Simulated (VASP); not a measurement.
Write the native input for VASP 6.6.1 that does the following.

| Quantity | Value |
| --- | --- |
| Task | relaxation of cell and atoms |
| Functional | PBE |
| Potentials or basis | VASP PAW PBE potentials, release 64 (Y_sv, I) |
| Cutoff | 600 eV |
| k mesh | 8 × 8 × 8 |
| Occupations | gaussian, width 0.1 eV |
| Spin | no spin polarisation |
| Dipole correction | no |
| Further INCAR settings | ALGO = Normal; EDIFF = 1e-06; IBRION = 2; EDIFFG = -0.01; NSW = 100; ISIF = 3 |

The structure of Y4I lies in POSCAR:

```
Y4I
1.0
   -3.5381376773      3.5381376773      3.5381376773
    3.5381376773     -3.5381376773      3.5381376773
    3.5381376773      3.5381376773     -3.5381376773
Y I
4 1
Direct
    0.0000000000      0.0000000000      0.5000000000
    0.0000000000      0.5000000000      0.0000000000
    0.5000000000      0.0000000000      0.0000000000
    0.5000000000      0.5000000000      0.5000000000
    0.0000000000      0.0000000000      0.0000000000
```

The cell was built from a structure type or drawn by symmetry, and may not be a known phase.

The input as run:

INCAR

```
PREC = Accurate
ENCUT = 600
EDIFF = 1E-6
ISMEAR = 0
SIGMA = 0.1
LREAL = F
LASPH = T
NELM = 100
ALGO = Normal
ISIF = 3
LWAVE = F
LCHARG = F
GGA = PE
IBRION = 2
NSW = 100
EDIFFG = -0.01
```

KPOINTS

```
Automatic mesh
0
Gamma
  8 8 8
```

Potentials or basis: VASP PAW PBE potentials, release 64 (Y_sv, I).

Launch:

```sh
$ cat potpaw_PBE.64/Y_sv/POTCAR potpaw_PBE.64/I/POTCAR > POTCAR
$ mpirun -np 1 vasp_std > vasp.out
```

It gave:

```json
{
  "Relaxed volume": "35.74 Å³/atom",
  "Relaxed cell": "a = 6.146 Å, b = 6.146 Å, c = 6.146 Å, α = 109.47°, β = 109.47°, γ = 109.47°",
  "Space group after relaxing (to 0.1 Å)": "Im-3m (No. 229)",
  "Energy gained by relaxing": "0.2 meV/atom",
  "Ionic steps": "2",
  "Pressure after relaxing": "0.0 GPa",
  "Band gap on the k mesh": "zero (an odd number of electrons rules out a gap without spin polarisation)"
}
```

Caveat: spin-orbit coupling is left out, which moves the levels of the heavy elements; an odd number of electrons without spin polarisation forces a metal; a magnetic or distorted state may lie lower.

It took 9.5 min on 1 thread of Intel Xeon 8259CL, on a shared host, peak memory 0.47 GiB.
